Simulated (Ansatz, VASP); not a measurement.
**Two plane-wave programs on ScF3**

Contents of INCAR:

```
PREC     = Accurate       # precision mode
ENCUT    = 910            # plane-wave cutoff, eV
EDIFF    = 1E-6           # SCF threshold, eV
ISMEAR   = 0              # smearing method
SIGMA    = 0.05           # smearing width, eV
LREAL    = F              # projectors in reciprocal space
LASPH    = T              # aspherical terms in the spheres
NELM     = 120            # most SCF steps
ALGO     = Normal         # electronic algorithm
ISIF     = 2              # what is computed and relaxed
LWAVE    = F              # write WAVECAR
LCHARG   = F              # write CHGCAR
NBANDS   = 24             # bands
GGA_COMPAT= F
```

KPOINTS

```
regular mesh
0
Gamma
  6 6 6
```

File POSCAR:

```
ScF3
1.0
    3.6914540000      0.0000000000      0.0000000000
    0.0000000000      3.6914540000      0.0000000000
    0.0000000000      0.0000000000      4.3334460000
Sc F
1 3
Direct
    0.0000000000      0.0000000000      0.0000000000
    0.5000000000      0.0000000000      0.0000000000
    0.0000000000      0.5000000000      0.0000000000
    0.0000000000      0.0000000000      0.5000000000
```

Input for Ansatz:

```yaml
crystal:
  lattice:
    - [3.691454, 0.0, 0.0]
    - [0.0, 3.691454, 0.0]
    - [0.0, 0.0, 4.333446]
  atoms:
    - { symbol: Sc, position: [0.0, 0.0, 0.0] }
    - { symbol: F, position: [0.5, 0.0, 0.0] }
    - { symbol: F, position: [0.0, 0.5, 0.0] }
    - { symbol: F, position: [0.0, 0.0, 0.5] }
basis:
  ecutwfc: 420
kpoints:
  mp_grid: { grid: [6, 6, 6] }
hamiltonian:
  xc: lda
scf:
  occupations: { method: gaussian, width: 0.05 }
output:
  forces: true
  stress: true
  eigenvalues: true
```

Change from the starting cell: strain -0.080 along x and y, +0.080 along z, atoms carried along.

Alike in both runs: task single point; functional LDA; k mesh 6 × 6 × 6; occupations gaussian, width 0.05 eV; no spin polarisation.

```csv
,VASP,Ansatz
version,VASP 6.6.1,Ansatz 0.2.0
potentials or method,"VASP PAW LDA potentials, release 64 (Sc_sv, F_h), cutoff 910 eV","scalar-relativistic, plane waves, PAW"
valence electrons in the cell,32,32
```

Ansatz gave:

```
gap on the k mesh at the Fermi level (eV) : 5.98
least direct gap on the mesh (eV)         : 6.00
```

Estimate VASP's values.

gap on the k mesh at the Fermi level (eV): 5.97; least direct gap on the mesh (eV): 6.00.

LDA's correlation is that of Perdew and Zunger in VASP and of Perdew and Wang (1992) in Ansatz.

Noted on VASP's run: the cutoff is short for stress, so the pressure is rough.
